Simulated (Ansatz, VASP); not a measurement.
## SrRe: VASP beside Ansatz

Contents of POSCAR:

```
SrRe
1.0
    3.6380263064      0.0000000000      0.0000000000
    0.0000000000      3.6380263064      0.0000000000
    0.0000000000      0.0000000000      3.6380263064
Sr Re
1 1
Direct
    0.0000000000      0.0000000000      0.0000000000
    0.5000000000      0.5000000000      0.5000000000
```

INCAR.step1

```
ALGO = Normal ; EDIFF = 1E-4
ENCUT = 520 ; GGA = PE
ISMEAR = 0 ; LASPH = True
LCHARG = False ; LREAL = False
LWAVE = True ; NBANDS = 16
NELM = 80 ; PREC = Accurate
SIGMA = 0.05
```

Contents of INCAR.step2:

```
ALGO = Normal ; EDIFF = 1E-6
ENCUT = 520 ; ISIF = 2
ISMEAR = 0 ; ISTART = 1
LASPH = True ; LCHARG = False
LMIXTAU = True ; LREAL = False
LWAVE = False ; METAGGA = R2SCAN
NBANDS = 16 ; NELM = 80
PREC = Accurate ; SIGMA = 0.05
```

File KPOINTS:

```
k-points
0
Gamma
  10 10 10
```

Input for Ansatz:

```yaml
crystal:
  lattice:
    - [3.6380263064, 0.0, 0.0]
    - [0.0, 3.6380263064, 0.0]
    - [0.0, 0.0, 3.6380263064]
  atoms:
    - { symbol: Sr, position: [0.0, 0.0, 0.0] }
    - { symbol: Re, position: [0.5, 0.5, 0.5] }
basis:
  ecutwfc: 500
  ecutrho_ratio: 4
kpoints:
  mp_grid: { grid: [10, 10, 10] }
hamiltonian:
  xc: r2scan
scf:
  occupations: { method: gaussian, width: 0.05 }
output:
  forces: true
  stress: true
  eigenvalues: true
  populations: true
  write_density: true
  write_potential: true
  elf: true
  volumetric_format: npy
```

Alike in both runs: task single point; functional r2SCAN; k mesh 10 × 10 × 10; occupations gaussian, width 0.05 eV; no spin polarisation.

|  | VASP | Ansatz |
| --- | --- | --- |
| version | VASP 6.6.1 | Ansatz 0.2.0 |
| potentials or method | VASP PAW PBE potentials, release 64 (Sr_sv, Re), cutoff 520 eV | scalar-relativistic, plane waves, PAW |
| valence electrons in the cell | 17 | 25 |

VASP gave:

| Quantity | Value |
| --- | --- |
| gap on the k mesh at the Fermi level (eV) | none |
| pressure (GPa) | -0.5 |

Question: Which values does Ansatz return?

Answer: gap on the k mesh at the Fermi level (eV): none; pressure (GPa): -0.7.

VASP's potentials were made for PBE, not for r2SCAN. A gap of «none» marks a metal or a gap that the smearing closes. VASP's potentials hold 17 valence electrons a cell and Ansatz's 25, so a difference there can come from the potentials and not from the codes.

Neither program's run includes spin-orbit coupling.
